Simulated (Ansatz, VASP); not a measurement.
Two plane-wave programs on Na

POSCAR

```
Na
1.0
   -2.1125000000      2.1125000000      2.1125000000
    2.1125000000     -2.1125000000      2.1125000000
    2.1125000000      2.1125000000     -2.1125000000
Na
1
Direct
    0.0000000000      0.0000000000      0.0000000000
```

INCAR.step1

```
SYSTEM = Na
PREC = Accurate
ENCUT = 520
ISMEAR = 1
SIGMA = 0.03
LREAL = .False.
LASPH = .True.
NELM = 80
NBANDS = 10
GGA = PE
ALGO = Normal
EDIFF = 1E-4
LWAVE = .True.
LCHARG = .False.
```

The input INCAR.step2:

```
SYSTEM = Na
PREC = Accurate
ENCUT = 520
EDIFF = 1E-7
ISMEAR = 1
SIGMA = 0.03
LREAL = .False.
LASPH = .True.
NELM = 80
ALGO = Normal
ISIF = 2
LWAVE = .False.
LCHARG = .False.
METAGGA = R2SCAN
LMIXTAU = .True.
NBANDS = 10
ISTART = 1
```

KPOINTS

```
Automatic mesh
0
Gamma
  11 11 11
  0 0 0
```

Input for Ansatz:

```yaml
crystal:
  lattice:
    - [-2.1125, 2.1125, 2.1125]
    - [2.1125, -2.1125, 2.1125]
    - [2.1125, 2.1125, -2.1125]
  atoms:
    - { symbol: Na, position: [0.0, 0.0, 0.0] }
hamiltonian:
  xc: r2scan
  pseudopotentials:
    kind: paw
    azcp:
      Na: "pseudopotentials/Na.paw.azcp"
basis:
  ecutwfc: 500
  fft_grid_basis: typed
kpoints:
  mp_grid: { grid: [11, 11, 11], shift: [0, 0, 0] }
magnetization:
  spin_polarized: false
scf:
  occupations: { method: methfessel_paxton, width: 0.03 }
  lower_state_search: "off"
output:
  stress: true
```

Alike in both runs: task single point; functional r2SCAN; k mesh 11 × 11 × 11; occupations methfessel-paxton of order 1, width 0.03 eV; no spin polarisation.

```csv
,VASP,Ansatz
version,VASP 6.6.1,Ansatz 0.2.0
potentials or method,"VASP PAW PBE potentials, release 64 (Na_pv), cutoff 520 eV","plane waves (500 eV) with PAW, scalar-relativistic"
valence electrons in the cell,7,9
```

|  | VASP | Ansatz | Ansatz less VASP |
| --- | --- | --- | --- |
| pressure (GPa) | 0.1 | 0.0 | -0.09 |

VASP's potentials were made for PBE, not for r2SCAN. With one functional, cell and mesh, what is left measures potentials, basis and numerics. VASP's potentials hold 7 valence electrons a cell and Ansatz's 9, so a difference there can come from the potentials and not from the codes.
